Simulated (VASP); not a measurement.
A run of VASP 6.6.1 is set up as follows.

Contents of INCAR:

```
SYSTEM = Hf
ALGO = Fast
EDIFF = 1E-6
ENCUT = 520
ISIF = 2
ISMEAR = 0
LASPH = .TRUE.
LCHARG = .FALSE.
LREAL = .FALSE.
LWAVE = .FALSE.
NBANDS = 11
NELM = 100
PREC = Accurate
SIGMA = 0.15
```

The input KPOINTS:

```
k-points
0
G
  20 20 20
  0 0 0
```

File POSCAR:

```
Hf
1.0
    0.0000000000      2.0137935393      2.3500970604
    2.0137935393      0.0000000000      2.3500970604
    2.0137935393      2.0137935393      0.0000000000
Hf
1
Direct
    0.0000000000      0.0000000000      0.0000000000
```

Potentials or basis: VASP PAW LDA potentials, release 64 (Hf_pv).

Launch:

```console
$ cat potpaw_LDA.64/Hf_pv/POTCAR > POTCAR
$ mpirun -np 1 vasp_std > vasp.out
```

Task: What does it give for the pressure?

Result: 10.8 GPa.

Task: Predict the band gap on the k mesh.

Result: Zero (bands 5 and 6 overlap by 1.71 eV).

Stress tensor (GPa, compression positive):
```
13.09  0.00  0.00
 0.00 13.09  0.00
 0.00  0.00  6.08
```

Caveat: the cell stands under pressure; spin-orbit coupling is left out, which moves the levels of the heavy elements.
